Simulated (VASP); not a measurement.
Ta2N: single point with PBE

Crystal: Ta2N.

```xyz
9
Lattice="5.2966 0.0000 0.0000 -2.6483 4.5870 0.0000 0.0000 0.0000 4.9392" Properties=species:S:1:pos:R:3 pbc="T T T"
Ta    1.7647    3.0566    3.7223
Ta   -0.8836    1.5304    3.7223
Ta    1.7671    0.0000    3.7223
Ta    0.8836    1.5304    1.2169
Ta   -1.7647    3.0566    1.2169
Ta    3.5294    0.0000    1.2169
N     2.6483    1.5290    2.4696
N     0.0000    3.0580    2.4696
N     0.0000    0.0000    0.0000
```

* Program: VASP 6.6.1
* Task: single point
* Functional: PBE
* Potentials or basis: VASP PAW PBE potentials, release 64 (Ta_pv, N)
* Cutoff: 520 eV
* k mesh: 6 × 6 × 4
* Occupations: gaussian, width 0.1 eV
* Spin: no spin polarisation

```yaml
Pressure: 3.3 GPa
Largest_force: 0.038 eV/Å
Band_gap_on_the_k_mesh: zero (an odd number of electrons rules out a gap without spin polarisation)
```

Forces in eV/Å, atoms in the order of the input:
```
Ta   0.018  0.031 -0.011
Ta   0.018 -0.031 -0.011
Ta  -0.036  0.000 -0.011
Ta  -0.018 -0.031  0.011
Ta  -0.018  0.031  0.011
Ta   0.036  0.000  0.011
N    0.000  0.000  0.000
N    0.000  0.000  0.000
N    0.000  0.000  0.000
```

Stress tensor (GPa, compression positive):
```
3.41 0.00 0.00
0.00 3.41 0.00
0.00 0.00 3.02
```

Levels at points of the mesh, in eV from the Fermi level:
```tsv
k point	band 38	band 39	band 40	band 41	band 42	band 43	band 44	band 45
(0.00, 0.00, 0.00)	-0.75	-0.45	-0.45	-0.33	-0.06	-0.06	0.75	0.75
(0.50, 0.00, 0.00)	-1.93	-1.37	0.41	0.62	0.99	1.03	1.84	2.30
(0.00, 0.00, 0.50)	-1.70	-1.35	-1.35	-0.89	0.68	0.68	0.90	2.08
(0.50, 0.00, 0.50)	-1.22	-1.17	-0.72	-0.07	0.19	0.20	0.66	1.02
```

Wall time 110 s on 1 thread of Intel(R) Xeon(R) Platinum 8488C (Sapphire Rapids) (shared host), peak memory 0.3 GiB.

Caveat: the cell stands under pressure; spin-orbit coupling is left out, which moves the levels of the heavy elements.
